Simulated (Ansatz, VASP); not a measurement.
**Two plane-wave programs on AlCo**

File INCAR:

```
  PREC = Accurate
  ENCUT = 520
  EDIFF = 1E-7
  ISMEAR = -1
  SIGMA = 0.1
  LREAL = F
  LASPH = T
  NELM = 100
  ALGO = Normal
  ISIF = 2
  LWAVE = F
  LCHARG = T
  LDIPOL = T
  IDIPOL = 3
  DIPOL = 0.5 0.5 0.500
  GGA = PE
  LELF = T
  LVHAR = T
  LVACPOTAV = T
  NBANDS = 20
```

Contents of KPOINTS:

```
regular mesh
0
Gamma
  13 9 1
```

POSCAR

```
AlCo
1.0
    2.8528193275      0.0000000000      0.0000000000
    0.0000000000      4.0344957840      0.0000000000
    0.0000000000      0.0000000000     18.0172000000
Co Al
2 2
Direct
    0.7500000000      0.0000000000      0.4440188295
    0.7500000000      0.5000000000      0.5559811705
    0.2500000000      0.5000000000      0.4440188295
    0.2500000000      0.0000000000      0.5559811705
```

Input for Ansatz:

```yaml
crystal:
  lattice:
    - [2.8528193275, 0.0, 0.0]
    - [0.0, 4.034495784, 0.0]
    - [0.0, 0.0, 18.0172]
  atoms:
    - { symbol: Co, position: [0.75, 0.0, 0.4440188295] }
    - { symbol: Al, position: [0.25, 0.5, 0.4440188295] }
    - { symbol: Co, position: [0.75, 0.5, 0.5559811705] }
    - { symbol: Al, position: [0.25, 0.0, 0.5559811705] }
kpoints:
  mp_grid: { grid: [13, 9, 1] }
scf:
  occupations: { method: fermi_dirac, width: 0.1 }
hamiltonian:
  xc: pbe
  pseudopotentials: { kind: paw }
output:
  forces: true
  stress: true
  eigenvalues: true
  populations: true
efield:
  axis: 3
  amplitude: 0
  dipole_correction: true
```

Alike in both runs: task single point; functional PBE; k mesh 13 × 9 × 1; occupations fermi-dirac, width 0.1 eV; no spin polarisation.

|  | VASP | Ansatz |
| --- | --- | --- |
| version | VASP 6.6.1 | Ansatz 0.2.0 |
| potentials or method | VASP PAW PBE potentials, release 64 (Co, Al) | PAW with Ansatz's default frozen-core files, scalar-relativistic |
| plane-wave cutoff (eV) | 520 | 420 |
| valence electrons in the cell | 24 | 40 |

|  | VASP | Ansatz | Ansatz less VASP |
| --- | --- | --- | --- |
| rms of the force components (eV/Å) | 0.135 | 0.136 | +0.0015 |

VASP's potentials hold 24 valence electrons a cell and Ansatz's 40, so a difference there can come from the potentials and not from the codes.
